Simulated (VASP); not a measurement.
# TiS2 (P-3m1) in VASP: notebook

TiS2 is run at these levels: LDA; tasks: single point.

Everything below comes from runs of VASP 6.6.1. Logs are shortened: lines on timing, memory, paths and dates and some standing lists are left out, and cuts for length are marked.

## (1) The cell of the first run

Symmetry: P-3m1, No. 164, trigonal system. Conventional cell: a = 3.412 Å, b = 3.412 Å, c = 5.695 Å, α = 90.00°, β = 90.00°, γ = 120.00°. Within 3.2 Å of Ti (site symmetry -3m) lie 6 S at 2.43 Å. S (site symmetry 3m) has 3 Ti at 2.43 Å within 3.2 Å.

## (2) Single point, LDA

The input, INCAR:

```
ALGO = Normal
EDIFF = 1E-6
ENCUT = 500
GGA = CA
GGA_COMPAT = False
ISIF = 2
ISMEAR = -1
LASPH = True
LCHARG = False
LREAL = False
LWAVE = False
NBANDS = 19
NELM = 120
PREC = Accurate
SIGMA = 0.1
```

The input, KPOINTS:

```
k-points
0
Gamma
  4 4 2
```

The input, POSCAR:

```
TiS2
1.0
    3.4120000000      0.0000000000      0.0000000000
   -1.7060000000      2.9548786777      0.0000000000
    0.0000000000      0.0000000000      5.6950000000
Ti S
1 2
Direct
    0.0000000000      0.0000000000      0.0000000000
    0.3333330000      0.6666670000      0.2500000000
    0.6666670000      0.3333330000      0.7500000000
```

Potentials or basis: VASP PAW LDA potentials, release 64 (Ti_sv, S).

Started as:

```bash
> cat potpaw_LDA.64/Ti_sv/POTCAR potpaw_LDA.64/S/POTCAR > POTCAR
> mpirun -np 1 vasp_std > vasp.out
```

OUTCAR:

```text
EDIFF = 1E-6
   ENCUT = 500
   GGA = CA
   ISIF = 2
   ISMEAR = -1
   LASPH = True
   LREAL = False
   NELM = 120
   PREC = Accurate

 ion  position               nearest neighbor table
   1  0.000  0.000  0.000-   2 2.43   3 2.43   2 2.43   3 2.43   3 2.43   2 2.43
   2  0.333  0.667  0.250-   1 2.43   1 2.43   1 2.43
   3  0.667  0.333  0.750-   1 2.43   1 2.43   1 2.43

  LATTYP: Found a hexagonal cell.
 ALAT       =     3.4120000000
 C/A-ratio  =     1.6691090270

  Lattice vectors:

 A1 = (   3.4120000000,   0.0000000000,   0.0000000000)
 A2 = (  -1.7060000000,   2.9548786777,   0.0000000000)
 A3 = (   0.0000000000,   0.0000000000,   5.6950000000)

Analysis of symmetry for initial positions (statically):
=====================================================================
 Subroutine PRICEL returns:
 Original cell was already a primitive cell.

 Routine SETGRP: Setting up the symmetry group for a
 hexagonal supercell.

 Subroutine GETGRP returns: Found 12 space group operations
 (whereof 12 operations were pure point group operations)
 out of a pool of 24 trial point group operations.

The static configuration has the point symmetry D_3d.

Analysis of symmetry for dynamics (positions and initial velocities):
=====================================================================
 Subroutine PRICEL returns:
 Original cell was already a primitive cell.

 Routine SETGRP: Setting up the symmetry group for a
 hexagonal supercell.

 Subroutine GETGRP returns: Found 12 space group operations
 (whereof 12 operations were pure point group operations)
 out of a pool of 24 trial point group operations.

The dynamic configuration has the point symmetry D_3d.

 Subroutine INISYM returns: Found 12 space group operations
 (whereof 12 operations are pure point group operations),
 and found     1 'primitive' translations

----------------------------------------------------------------------------------------

                                     Primitive cell

  volume of cell :      57.4173

  direct lattice vectors                    reciprocal lattice vectors
     3.412000000  0.000000000  0.000000000     0.293083236  0.169211685  0.000000000
    -1.706000000  2.954878678  0.000000000     0.000000000  0.338423370  0.000000000
     0.000000000  0.000000000  5.695000000     0.000000000  0.000000000  0.175592625

[... 64 lines left out ...]
   LSORBIT =      F    spin-orbit coupling
   LASPH  =      T    aspherical Exc in radial PAW
   ENCUT  =  500.0 eV  36.75 Ry    6.06 a.u.   6.22  6.22 10.38*2*pi/ulx,y,z
   NELM   =    120;   NELMIN=  2; NELMDL= -5     # of ELM steps
   EDIFF  = 0.1E-05   stopping-criterion for ELM
   LREAL  =      F    real-space projection
   EDIFFG = 0.1E-04   stopping-criterion for IOM
   NSW    =      0    number of steps for IOM
   IBRION =     -1    ionic relax: 0-MD 1-quasi-New 2-CG
   NFREE  =      0    steps in history (QN), initial steepest desc. (CG)
   ISIF   =      2    stress and relaxation
   ISYM   =      2    0-nonsym 1-usesym 2-fastsym
   POTIM  = 0.5000    time-step for ionic-motion
   TEBEG  =    0.0;   TEEND  =   0.0 temperature during run
   PSTRESS=    0.0 pullay stress
   NELECT =      24.0000    total number of electrons
   NUPDOWN=      -1.0000    fix difference up-down
   EMIN   =  10.00;   EMAX   =-10.00  energy-range for DOS
   EFERMI =   0.00;   METHOD = LEGACY
   ISMEAR =    -1;   SIGMA  =   0.10  broadening in eV -4-tet -1-fermi 0-gaus
   EFERMI_NEDOS =   21; number of points for ismear=-14 and -15
   IALGO  =     38    algorithm
   IMIX   =      4    mixing-type and parameters
     AMIX     =   0.40;   BMIX     =  1.00
     AMIX_MAG =   1.60;   BMIX_MAG =  1.00
  volume/ion in A,a.u.               =      19.14       129.16
  Fermi-wavevector in a.u.,A,eV,Ry     =   1.224046  2.313112 20.385458  1.498289
  Thomas-Fermi vector in A             =   2.359135
   LORBIT       =      0    0 simple, 1 ext, 2 COOP (PROOUT), +10 PAW based schemes
   GGA     = CA    functional components
   LHFCALC =     F    Hartree Fock is set to
   AEXX    =    0.0000 exact exchange contribution
   IVDW    =     0    specifies the selected vdW correction
   LEPSILON=     F    determine dielectric tensor
   LRPA    =     F    only Hartree local field effects (RPA)
 non-spin polarized calculation
  energy-cutoff  :      500.00
  volume of cell :       57.42
 maximum number of plane-waves:      1472
 NGX is ok and might be reduce to    28
   NGX = 13   NGY = 13   NGZ = 21

 number of electron      23.9999999 magnetization

 Free energy of the ion-electron system (eV)
  ---------------------------------------------------
  ext. energy  EPLUGINS =         0.00000000
  ---------------------------------------------------
  free energy    TOTEN  =       -21.84395751 eV

  energy without entropy =      -21.79868951  energy(sigma->0) =      -21.82132351

 E-fermi :   5.2372     XC(G=0): -10.4415

 val. band max:        5.1723354498   @ k =   0.0000   0.0000   0.5000
 cond. band min:       5.2538633433   @ k =   0.0000   0.0000   0.0000
 fundamental gap:      0.0815278935
 Fermi energy:         5.2372456388

 k-point     1 :       0.0000    0.0000    0.0000
  band No.  band energies     occupation
      1     -51.6334      2.00000
      2     -28.2591      2.00000
      3     -28.2053      2.00000
      4     -28.2053      2.00000
      5      -8.4286      2.00000
      6      -6.7253      2.00000
[... 153 lines left out ...]
      6      -6.6567      2.00000
[... 11 lines left out ...]
     18      12.7848      0.00000
     19      12.9205      0.00000

------------------------ aborting loop because EDIFF is reached ----------------------------------------

  FORCE on cell =-STRESS in cart. coord.  units (eV):
  Direction    XX          YY          ZZ          XY          YZ          ZX
  --------------------------------------------------------------------------------------
  -------------------------------------------------------------------------------------
  Total       -2.3445120     -2.3445120     -1.7628089      0.0000000      0.0000000     -0.0000000
  in kB      -65.4215214    -65.4215214    -49.1896141      0.0000000      0.0000000     -0.0000000
  external PRESSURE =     -60.0108856 kB  Pullay stress =       0.0000000 kB

 VOLUME and BASIS-vectors are now :
 -----------------------------------------------------------------------------
  energy-cutoff  :      500.00
  volume of cell :       57.42
      direct lattice vectors                 reciprocal lattice vectors
     3.412000000  0.000000000  0.000000000     0.293083236  0.169211685  0.000000000
    -1.706000000  2.954878678  0.000000000     0.000000000  0.338423370  0.000000000
     0.000000000  0.000000000  5.695000000     0.000000000  0.000000000  0.175592625

 POSITION                                       TOTAL-FORCE (eV/Angst)
 -----------------------------------------------------------------------------------
      0.00000      0.00000      0.00000         0.000000      0.000000      0.000000
     -0.00000      1.96992      1.42375         0.000000     -0.000000     -0.337792
      1.70600      0.98496      4.27125        -0.000000      0.000000      0.337792
 -----------------------------------------------------------------------------------
    total drift:                               -0.000000      0.000000      0.000000

  FREE ENERGIE OF THE ION-ELECTRON SYSTEM (eV)
  ---------------------------------------------------
  free  energy   TOTEN  =       -21.8439575138 eV

  energy  without entropy=      -21.7986895088  energy(sigma->0) =      -21.82132351
```

It took 26 s on 1 thread of AMD EPYC 7R13, shared host; peak memory 0.12 GiB.

What came out:

| Property | Result |
| --- | --- |
| Free energy | -21.8440 eV |
| Pressure | -6.0 GPa |
| Largest force | 0.338 eV/Å |
| Band gap on the k mesh | zero (band 12 reaches 5.35 eV, above the bottom of band 13 at 5.15 eV) |

Forces in eV/Å, atoms in the order of the input:
```
Ti   0.000  0.000  0.000
S    0.000  0.000 -0.338
S    0.000  0.000  0.338
```

Levels at points of the mesh, in eV from the Fermi level:
```
           k point  band 9  band 10  band 11  band 12  band 13  band 14  band 15  band 16
(0.00, 0.00, 0.00)   -2.73     0.02     0.12     0.12     0.47     0.47     0.86     3.48
(0.50, 0.00, 0.00)   -2.89    -2.64    -2.59    -1.55     0.19     1.51     1.91     3.69
(0.00, 0.00, 0.50)   -2.68    -2.48    -0.06    -0.06     0.46     0.46     1.47     3.79
(0.50, 0.00, 0.50)   -2.78    -2.78    -1.21    -1.21    -0.09     1.51     1.88     3.38
```

Caveat: the k points lie up to 0.55 Å⁻¹ apart.

(Continued in part 2 of 2.)
